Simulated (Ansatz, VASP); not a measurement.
## GaN in VASP and in Ansatz

File POSCAR:

```
GaN
1.0
    0.0000000000      2.2489526566      2.2489526566
    2.2489526566      0.0000000000      2.2489526566
    2.2489526566      2.2489526566      0.0000000000
Ga N
1 1
Direct
    0.0000000000      0.0000000000      0.0000000000
    0.2500000000      0.2500000000      0.2500000000
```

INCAR.step1

```
PREC = Accurate
ENCUT = 520
EDIFF = 1E-5
ISMEAR = 0
SIGMA = 0.01
LREAL = False
LASPH = True
NELM = 60
ALGO = Normal
ISIF = 2
LWAVE = True
LCHARG = False
GGA = PE
NBANDS = 16
```

Contents of INCAR.step2:

```
PREC = Accurate
ENCUT = 520
EDIFF = 1E-6
ISMEAR = 0
SIGMA = 0.01
LREAL = False
LASPH = True
NELM = 60
ALGO = Normal
ISIF = 2
LWAVE = False
LCHARG = False
METAGGA = R2SCAN
LHFCALC = True
AEXX = 0.1
LMIXTAU = True
PRECFOCK = Normal
ISTART = 1
NBANDS = 16
```

KPOINTS

```
Automatic mesh
0
Gamma
  6 6 6
```

Input for Ansatz:

```yaml
crystal:
  lattice:
    - [0.0, 2.2489526566, 2.2489526566]
    - [2.2489526566, 0.0, 2.2489526566]
    - [2.2489526566, 2.2489526566, 0.0]
  atoms:
    - { symbol: Ga, position: [0.0, 0.0, 0.0] }
    - { symbol: "N", position: [0.25, 0.25, 0.25] }
kpoints:
  mp_grid: { grid: [6, 6, 6] }
  band_path:
    path:
      - [0.0, 0.0, 0.0]
      - [-0.5, -0.5, 0.0]
      - [-0.375, -0.375, 0.25]
      - [-0.375, 0.0, 0.375]
      - [0.0, 0.0, 0.5]
      - [-0.5, -0.25, 0.25]
    npoints: 1
hamiltonian:
  xc: r2scanh
scf:
  occupations: { method: fixed }
  n_extra_bands: 4
output:
  forces: true
  stress: true
  eigenvalues: true
  write_density: true
  write_potential: true
  elf: true
  volumetric_format: npy
```

Alike in both runs: task single point; functional r2SCANh; k mesh 6 × 6 × 6; no spin polarisation.

|  | VASP | Ansatz |
| --- | --- | --- |
| version | VASP 6.6.1 | Ansatz 0.2.0 |
| potentials or method | VASP PAW PBE potentials, release 64 (Ga_d, N) | plane waves, PAW |
| plane-wave cutoff (eV) | 520 | 500 |
| occupations | gaussian, width 0.01 eV | fixed |
| valence electrons in the cell | 18 | 18 |

VASP gave:

- gap on the k mesh at the Fermi level (eV): 2.89
- pressure (GPa): -0.5

Problem. What did Ansatz give for the same quantities?

Solution. gap on the k mesh at the Fermi level (eV): 2.88; pressure (GPa): -1.5.

VASP's potentials were made for PBE, not for r2SCANh. Ansatz's warnings: stress exchange threshold loose, stress scf threshold loose.
